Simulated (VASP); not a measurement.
# PbO (P4/nmm) in VASP: further runs

PbO is run at these levels: PBE; tasks: single point.

Program: VASP 6.6.1. These are calculated values, not measurements. Logs are shortened: lines on timing, memory, paths and dates and some standing lists are left out, and cuts for length are marked.

## (1) The cell of the first run

Symmetry: P4/nmm, No. 129, tetragonal system. Conventional cell: a = 4.034 Å, b = 4.034 Å, c = 5.173 Å, α = 90.00°, β = 90.00°, γ = 90.00°. Within 3.1 Å of Pb (site symmetry 4mm) lie 4 O at 2.36 Å. O (site symmetry -4m2) has 4 Pb at 2.36 Å and 4 O at 2.85 Å within 3.1 Å.

## (2) Single point, PBE (strain +0.015 along x and y, +0.030 along z)

The input, INCAR:

```
PREC = Accurate
ENCUT = 520
EDIFF = 1E-6
ISMEAR = 0
SIGMA = 0.05
LREAL = F
LASPH = T
NELM = 60
ALGO = Normal
ISIF = 2
LWAVE = F
LCHARG = T
GGA = PE
LELF = T
LVHAR = T
NBANDS = 28
```

The input, KPOINTS:

```
regular mesh
0
Gamma
  8 8 6
```

The input, POSCAR:

```
PbO
1.0
    4.0340160000      0.0000000000      0.0000000000
    0.0000000000      4.0340160000      0.0000000000
    0.0000000000      0.0000000000      5.1726600000
Pb O
2 2
Direct
    0.0000000000      0.5000000000      0.2351000000
    0.5000000000      0.0000000000      0.7649000000
    0.0000000000      0.0000000000      0.0000000000
    0.5000000000      0.5000000000      0.0000000000
```

Potentials or basis: VASP PAW PBE potentials, release 64 (Pb_d, O).

The run is started by

```bash
$ cat potpaw_PBE.64/Pb_d/POTCAR potpaw_PBE.64/O/POTCAR > POTCAR
$ mpirun -np 1 vasp_std > vasp.out
```

OUTCAR:

```text
PREC = Accurate
   ENCUT = 520
   EDIFF = 1E-6
   ISMEAR = 0
   LREAL = F
   LASPH = T
   NELM = 60
   ISIF = 2
   GGA = PE

 ion  position               nearest neighbor table
   1  0.000  0.500  0.235-   3 2.36   4 2.36   3 2.36   4 2.36   2 3.75   2 3.75   2 3.75   2 3.75
                             2 3.96   2 3.96   2 3.96   2 3.96
   2  0.500  0.000  0.765-   3 2.36   4 2.36   4 2.36   3 2.36   1 3.75   1 3.75   1 3.75   1 3.75
                             1 3.96   1 3.96   1 3.96   1 3.96
   3  0.000  0.000  0.000-   1 2.36   2 2.36   1 2.36   2 2.36
   4  0.500  0.500  0.000-   1 2.36   2 2.36   2 2.36   1 2.36

  LATTYP: Found a simple tetragonal cell.
 ALAT       =     4.0340160000
 C/A-ratio  =     1.2822606554

  Lattice vectors:

 A1 = (   4.0340160000,   0.0000000000,   0.0000000000)
 A2 = (   0.0000000000,   4.0340160000,   0.0000000000)
 A3 = (   0.0000000000,   0.0000000000,   5.1726600000)

Analysis of symmetry for initial positions (statically):
=====================================================================
 Subroutine PRICEL returns:
 Original cell was already a primitive cell.

 Routine SETGRP: Setting up the symmetry group for a
 simple tetragonal supercell.

 Subroutine GETGRP returns: Found 16 space group operations
 (whereof  8 operations were pure point group operations)
 out of a pool of 16 trial point group operations.

The static configuration has the point symmetry D_2d.
 The point group associated with its full space group is D_4h.

Analysis of symmetry for dynamics (positions and initial velocities):
=====================================================================
 Subroutine PRICEL returns:
 Original cell was already a primitive cell.

 Routine SETGRP: Setting up the symmetry group for a
 simple tetragonal supercell.

 Subroutine GETGRP returns: Found 16 space group operations
 (whereof  8 operations were pure point group operations)
 out of a pool of 16 trial point group operations.

The dynamic configuration has the point symmetry D_2d.
 The point group associated with its full space group is D_4h.

 Subroutine INISYM returns: Found 16 space group operations
 (whereof  8 operations are pure point group operations),
 and found     1 'primitive' translations

----------------------------------------------------------------------------------------

                                     Primitive cell

  volume of cell :      84.1762

  direct lattice vectors                    reciprocal lattice vectors
     4.034016000  0.000000000  0.000000000     0.247891927  0.000000000  0.000000000
     0.000000000  4.034016000  0.000000000     0.000000000  0.247891927  0.000000000
     0.000000000  0.000000000  5.172660000     0.000000000  0.000000000  0.193324131

  length of vectors
     4.034016000  4.034016000  5.172660000     0.247891927  0.247891927  0.193324131

  position of ions in fractional coordinates (direct lattice)
     0.000000000  0.500000000  0.235100000
     0.500000000  0.000000000  0.764900000
     0.000000000  0.000000000  0.000000000
     0.500000000  0.500000000  0.000000000

  ion indices of the primitive-cell ions
   primitive index   ion index
                 1           1
                 2           2
                 3           3
                 4           4

----------------------------------------------------------------------------------------

 KPOINTS: regular mesh

Automatic generation of k-mesh.
 Grid dimensions read from file:
 generate k-points for:    8    8    6

 Generating k-lattice:

  Cartesian coordinates                     Fractional coordinates (reciprocal lattice)
     0.030986491  0.000000000  0.000000000     0.125000000  0.000000000  0.000000000
     0.000000000  0.030986491  0.000000000     0.000000000  0.125000000  0.000000000
     0.000000000  0.000000000  0.032220689     0.000000000  0.000000000  0.166666667

  Length of vectors
     0.030986491  0.030986491  0.032220689

  Shift w.r.t. Gamma in fractional coordinates (k-lattice)
     0.000000000  0.000000000  0.000000000

 Subroutine IBZKPT returns following result:
 ===========================================

 Found     60 irreducible k-points:

 Following reciprocal coordinates:
            Coordinates               Weight
  0.000000  0.000000  0.000000      1.000000
  0.125000  0.000000  0.000000      4.000000
  0.250000  0.000000  0.000000      4.000000
  0.375000  0.000000  0.000000      4.000000
  0.500000  0.000000  0.000000      2.000000
  0.125000  0.125000  0.000000      4.000000
[... 16 lines left out ...]
  0.375000  0.125000  0.166667     16.000000
  0.500000  0.125000  0.166667      8.000000
 [... further k-points ...]
   k-points           NKPTS =     60   k-points in BZ     NKDIM =     60   number of bands    NBANDS=     28
   number of dos      NEDOS =    301   number of ions     NIONS =      4
   total plane-waves  NPLWV =  36000
   dimension x,y,z NGX =    30 NGY =   30 NGZ =   40
   dimension x,y,z NGXF=    60 NGYF=   60 NGZF=   80
   ions per type =               2   2
   NGX,Y,Z   is equivalent  to a cutoff of  12.36, 12.36, 12.86 a.u.
   NGXF,Y,Z  is equivalent  to a cutoff of  24.73, 24.73, 25.71 a.u.
 SYSTEM =  unknown system
   PREC   = accura    normal or accurate (medium, high low for compatibility)
   ISTART =      0    job   : 0-new  1-cont  2-samecut
   ICHARG =      2    charge: 1-file 2-atom 10-const
   ISPIN  =      1    spin polarized calculation?
   LNONCOLLINEAR =      F non collinear calculations
   LSORBIT =      F    spin-orbit coupling
   LASPH  =      T    aspherical Exc in radial PAW
   ENCUT  =  520.0 eV  38.22 Ry    6.18 a.u.   7.50  7.50  9.62*2*pi/ulx,y,z
   NELM   =     60;   NELMIN=  2; NELMDL= -5     # of ELM steps
   EDIFF  = 0.1E-05   stopping-criterion for ELM
   LREAL  =      F    real-space projection
   EDIFFG = 0.1E-04   stopping-criterion for IOM
   NSW    =      0    number of steps for IOM
   IBRION =     -1    ionic relax: 0-MD 1-quasi-New 2-CG
   NFREE  =      0    steps in history (QN), initial steepest desc. (CG)
   ISIF   =      2    stress and relaxation
   ISYM   =      2    0-nonsym 1-usesym 2-fastsym
   POTIM  = 0.5000    time-step for ionic-motion
   TEBEG  =    0.0;   TEEND  =   0.0 temperature during run
   PSTRESS=    0.0 pullay stress
   NELECT =      40.0000    total number of electrons
   NUPDOWN=      -1.0000    fix difference up-down
   EMIN   =  10.00;   EMAX   =-10.00  energy-range for DOS
   EFERMI =   0.00;   METHOD = LEGACY
   ISMEAR =     0;   SIGMA  =   0.05  broadening in eV -4-tet -1-fermi 0-gaus
   EFERMI_NEDOS =   21; number of points for ismear=-14 and -15
   IALGO  =     38    algorithm
   IMIX   =      4    mixing-type and parameters
     AMIX     =   0.40;   BMIX     =  1.00
     AMIX_MAG =   1.60;   BMIX_MAG =  1.00
  volume/ion in A,a.u.               =      21.04       142.01
  Fermi-wavevector in a.u.,A,eV,Ry     =   1.277512  2.414148 22.205222  1.632038
  Thomas-Fermi vector in A             =   2.410108
   LORBIT       =      0    0 simple, 1 ext, 2 COOP (PROOUT), +10 PAW based schemes
   GGA     = PE    functional components
   LHFCALC =     F    Hartree Fock is set to
   AEXX    =    0.0000 exact exchange contribution
   IVDW    =     0    specifies the selected vdW correction
   LEPSILON=     F    determine dielectric tensor
   LRPA    =     F    only Hartree local field effects (RPA)
 non-spin polarized calculation
 Gauss-broadening in eV      SIGMA  =   0.05
  energy-cutoff  :      520.00
  volume of cell :       84.18
 maximum number of plane-waves:      2323
   NGX = 15   NGY = 15   NGZ = 19

 number of electron      40.0000004 magnetization

 Free energy of the ion-electron system (eV)
  ---------------------------------------------------
  ext. energy  EPLUGINS =         0.00000000
  ---------------------------------------------------
  free energy    TOTEN  =       -21.48402698 eV

  energy without entropy =      -21.48402698  energy(sigma->0) =      -21.48402698

 E-fermi :   4.7416     XC(G=0):  -9.5361

 val. band max:        4.5041430682   @ k =   0.0000   0.0000   0.0000
 cond. band min:       5.8033828651   @ k =   0.5000   0.5000   0.0000
 fundamental gap:      1.2992397969
 Fermi energy:         4.7415762390

 k-point     1 :       0.0000    0.0000    0.0000
  band No.  band energies     occupation
      1     -13.4270      2.00000
      2     -13.0086      2.00000
      3     -11.4286      2.00000
      4     -11.4286      2.00000
      5     -11.3802      2.00000
      6     -11.3659      2.00000
[... 20 lines left out ...]
     27      11.9671      0.00000
     28      12.5925      0.00000

 k-point     2 :       0.1250    0.0000    0.0000
  band No.  band energies     occupation
      1     -13.3999      2.00000
      2     -13.0172      2.00000
      3     -11.4225      2.00000
      4     -11.4212      2.00000
      5     -11.3711      2.00000
      6     -11.3577      2.00000
[... 20 lines left out ...]
     27      12.1962      0.00000
     28      13.5266      0.00000

 k-point     3 :       0.2500    0.0000    0.0000
  band No.  band energies     occupation
      1     -13.3307      2.00000
      2     -13.0451      2.00000
      3     -11.4057      2.00000
      4     -11.4008      2.00000
      5     -11.3444      2.00000
      6     -11.3372      2.00000
[... 20 lines left out ...]
     27      12.4703      0.00000
     28      15.2540      0.00000

 k-point     4 :       0.3750    0.0000    0.0000
  band No.  band energies     occupation
      1     -13.2449      2.00000
      2     -13.0946      2.00000
      3     -11.3821      2.00000
      4     -11.3741      2.00000
      5     -11.3348      2.00000
      6     -11.3327      2.00000
[... 578 lines left out ...]
     27      13.3285      0.00000
     28      14.8070      0.00000

 k-point    23 :       0.3750    0.1250    0.1667
  band No.  band energies     occupation
      1     -13.2358      2.00000
      2     -13.0979      2.00000
      3     -11.3861      2.00000
      4     -11.3637      2.00000
      5     -11.3403      2.00000
      6     -11.3225      2.00000
[... 20 lines left out ...]
     27      13.5763      0.00000
     28      14.1646      0.00000

 k-point    24 :       0.5000    0.1250    0.1667
  band No.  band energies     occupation
      1     -13.1616      2.00000
      2     -13.1616      2.00000
      3     -11.3676      2.00000
      4     -11.3676      2.00000
      5     -11.3357      2.00000
      6     -11.3357      2.00000
[... 20 lines left out ...]
     27      13.8336      0.00000
     28      13.8336      0.00000

 [... further k-points ...]

------------------------ aborting loop because EDIFF is reached ----------------------------------------

  FORCE on cell =-STRESS in cart. coord.  units (eV):
  Direction    XX          YY          ZZ          XY          YZ          ZX
  --------------------------------------------------------------------------------------
  -------------------------------------------------------------------------------------
  Total        0.1993467      0.1993467     -0.2215671      0.0000000     -0.0000000      0.0000000
  in kB        3.7942901      3.7942901     -4.2172241      0.0000000     -0.0000000      0.0000000
  external PRESSURE =       1.1237854 kB  Pullay stress =       0.0000000 kB

 VOLUME and BASIS-vectors are now :
 -----------------------------------------------------------------------------
  energy-cutoff  :      520.00
  volume of cell :       84.18
      direct lattice vectors                 reciprocal lattice vectors
     4.034016000  0.000000000  0.000000000     0.247891927  0.000000000  0.000000000
     0.000000000  4.034016000  0.000000000     0.000000000  0.247891927  0.000000000
     0.000000000  0.000000000  5.172660000     0.000000000  0.000000000  0.193324131

 POSITION                                       TOTAL-FORCE (eV/Angst)
 -----------------------------------------------------------------------------------
      0.00000      2.01701      1.21609         0.000000      0.000000     -0.345338
      2.01701      0.00000      3.95657         0.000000      0.000000      0.345338
      0.00000      0.00000      0.00000         0.000000      0.000000     -0.000000
      2.01701      2.01701      0.00000         0.000000     -0.000000     -0.000000
 -----------------------------------------------------------------------------------
    total drift:                                0.000000      0.000000     -0.000000

  FREE ENERGIE OF THE ION-ELECTRON SYSTEM (eV)
  ---------------------------------------------------
  free  energy   TOTEN  =       -21.4840269810 eV

  energy  without entropy=      -21.4840269810  energy(sigma->0) =      -21.48402698
```

It took 84 s on 1 thread of AMD EPYC 7R13 (Zen 3), shared host; peak memory 0.23 GiB.

What came out:

```
Free energy            : -21.4840 eV
Pressure               : 0.1 GPa
Largest force          : 0.345 eV/Å
Band gap on the k mesh : 1.30 eV (least direct gap 2.11 eV)
```

Forces on the atoms (eV/Å):
```
Pb   0.000  0.000 -0.345
Pb   0.000  0.000  0.345
O    0.000  0.000  0.000
O    0.000  0.000  0.000
```

Levels at points of the mesh, in eV from the valence-band top:
```
           k point  band 16  band 17  band 18  band 19  band 20  band 21  band 22  band 23  band 24  band 25
(0.00, 0.00, 0.00)    -3.90    -1.50    -1.40    -1.40     0.00     2.24     5.33     5.55     5.55     6.39
(0.50, 0.00, 0.00)    -2.92    -2.69    -2.69    -1.50    -1.50     3.26     3.26     6.33     6.33     6.52
(0.50, 0.50, 0.00)    -3.12    -1.62    -1.62    -0.81    -0.81     1.30     1.30     5.18     5.18     7.47
(0.00, 0.00, 0.50)    -3.77    -1.53    -1.42    -1.42    -0.85     2.01     4.05     4.05     4.26     8.31
(0.50, 0.00, 0.50)    -3.34    -2.66    -2.66    -0.91    -0.91     2.98     2.98     6.21     6.21     7.07
(0.50, 0.50, 0.50)    -3.52    -2.11    -2.11    -0.81    -0.81     3.45     3.45     4.50     4.50     5.64
```

Caveat: the cell differs from its parent crystal (strain +0.015 along x and y, +0.030 along z); spin-orbit coupling is left out, which moves the levels of the heavy elements.

## (3) Single point, PBE (strain +0.030 along x and y, +0.015 along z)

The input, INCAR:

```
SYSTEM = PbO
PREC     = Accurate       ! precision mode
ENCUT    = 520            ! plane-wave cutoff, eV
EDIFF    = 1E-6           ! SCF threshold, eV
ISMEAR   = 0              ! smearing method
SIGMA    = 0.05           ! smearing width, eV
LREAL    = .False.        ! projectors in reciprocal space
LASPH    = .True.         ! aspherical terms in the spheres
NELM     = 60             ! most SCF steps
ALGO     = Normal         ! electronic algorithm
ISIF     = 2              ! what is computed and relaxed
LWAVE    = .False.        ! write WAVECAR
LCHARG   = .True.         ! write CHGCAR
GGA      = PE             ! functional
LELF     = .True.         ! ELF
LVHAR    = .True.       
NBANDS   = 28             ! bands
```

The input, KPOINTS:

```
Automatic mesh
0
Gamma
  8 8 6
  0 0 0
```

The input, POSCAR:

```
PbO
1.0
    4.0936320000      0.0000000000      0.0000000000
    0.0000000000      4.0936320000      0.0000000000
    0.0000000000      0.0000000000      5.0973300000
Pb O
2 2
Direct
    0.0000000000      0.5000000000      0.2351000000
    0.5000000000      0.0000000000      0.7649000000
    0.0000000000      0.0000000000      0.0000000000
    0.5000000000      0.5000000000      0.0000000000
```

Potentials or basis: VASP PAW PBE potentials, release 64 (Pb_d, O).

The run is started by

```bash
$ cat potpaw_PBE.64/Pb_d/POTCAR potpaw_PBE.64/O/POTCAR > POTCAR
$ mpirun -np 1 vasp_std > vasp.out
```

OUTCAR:

```text
SYSTEM = PbO
   PREC = Accurate
   ENCUT = 520
   EDIFF = 1E-6
   ISMEAR = 0
   LREAL = .False.
   LASPH = .True.
   NELM = 60
   ISIF = 2
   GGA = PE

 ion  position               nearest neighbor table
   1  0.000  0.500  0.235-   3 2.37   4 2.37   3 2.37   4 2.37   2 3.76   2 3.76   2 3.76   2 3.76
                             2 3.96   2 3.96   2 3.96   2 3.96
   2  0.500  0.000  0.765-   3 2.37   4 2.37   4 2.37   3 2.37   1 3.76   1 3.76   1 3.76   1 3.76
                             1 3.96   1 3.96   1 3.96   1 3.96
   3  0.000  0.000  0.000-   1 2.37   2 2.37   1 2.37   2 2.37
   4  0.500  0.500  0.000-   1 2.37   2 2.37   2 2.37   1 2.37

[... 948 lines left out ...]
  -------------------------------------------------------------------------------------
  Total       -0.7240233     -0.7240233     -0.3864776      0.0000000      0.0000000      0.0000000
  in kB      -13.5800949    -13.5800949     -7.2489412      0.0000000      0.0000000      0.0000000
  external PRESSURE =     -11.4697103 kB  Pullay stress =       0.0000000 kB

 VOLUME and BASIS-vectors are now :
 -----------------------------------------------------------------------------
  energy-cutoff  :      520.00
  volume of cell :       85.42
      direct lattice vectors                 reciprocal lattice vectors
     4.093632000  0.000000000  0.000000000     0.244281850  0.000000000  0.000000000
     0.000000000  4.093632000  0.000000000     0.000000000  0.244281850  0.000000000
     0.000000000  0.000000000  5.097330000     0.000000000  0.000000000  0.196181138

 POSITION                                       TOTAL-FORCE (eV/Angst)
 -----------------------------------------------------------------------------------
      0.00000      2.04682      1.19838         0.000000      0.000000     -0.399600
      2.04682      0.00000      3.89895        -0.000000      0.000000      0.399600
      0.00000      0.00000      0.00000        -0.000000     -0.000000      0.000000
      2.04682      2.04682      0.00000        -0.000000      0.000000      0.000000
 -----------------------------------------------------------------------------------
    total drift:                                0.000000      0.000000     -0.000000

  FREE ENERGIE OF THE ION-ELECTRON SYSTEM (eV)
  ---------------------------------------------------
  free  energy   TOTEN  =       -21.4818067816 eV

  energy  without entropy=      -21.4818067816  energy(sigma->0) =      -21.48180678
```

stdout:

```text
POSCAR found type information on POSCAR PbO
 POSCAR found :  2 types and       4 ions
 scaLAPACK will be used
 LDA part: xc-table for (Slater+PW92), standard interpolation
 POSCAR, INCAR and KPOINTS ok, starting setup
 FFT: planning ... GRIDC
 FFT: planning ... GRID_SOFT
 FFT: planning ... GRID
 WAVECAR not read
 entering main loop
```

Run time: 84 s. Hardware: 1 thread of AMD EPYC 7R13 (Zen 3), shared host; peak memory 0.23 GiB.

What came out:

```
Free energy            : -21.4818 eV
Pressure               : -1.1 GPa
Largest force          : 0.400 eV/Å
Band gap on the k mesh : 1.38 eV (least direct gap 2.13 eV)
```

Forces on the atoms (eV/Å):
```
Pb   0.000  0.000 -0.400
Pb   0.000  0.000  0.400
O    0.000  0.000  0.000
O    0.000  0.000  0.000
```

Stress tensor (GPa, compression positive):
```
-1.36  0.00  0.00
 0.00 -1.36  0.00
 0.00  0.00 -0.72
```

Levels at points of the mesh, in eV from the valence-band top:
| k point | band 18 | band 19 | band 20 | band 21 | band 22 | band 23 |
| --- | --- | --- | --- | --- | --- | --- |
| (0.00, 0.00, 0.00) | -1.34 | -1.34 | -0.02 | 2.25 | 5.39 | 5.52 |
| (0.50, 0.00, 0.00) | -2.59 | -1.34 | -1.34 | 3.34 | 3.34 | 6.30 |
| (0.50, 0.50, 0.00) | -1.47 | -0.75 | -0.75 | 1.38 | 1.38 | 5.29 |
| (0.00, 0.00, 0.50) | -1.37 | -1.37 | -0.61 | 1.90 | 4.04 | 4.04 |
| (0.50, 0.00, 0.50) | -2.56 | -0.77 | -0.77 | 3.07 | 3.07 | 6.13 |
| (0.50, 0.50, 0.50) | -2.01 | -0.75 | -0.75 | 3.57 | 3.57 | 4.61 |

Caveat: the cell differs from its parent crystal (strain +0.030 along x and y, +0.015 along z); spin-orbit coupling is left out, which moves the levels of the heavy elements.
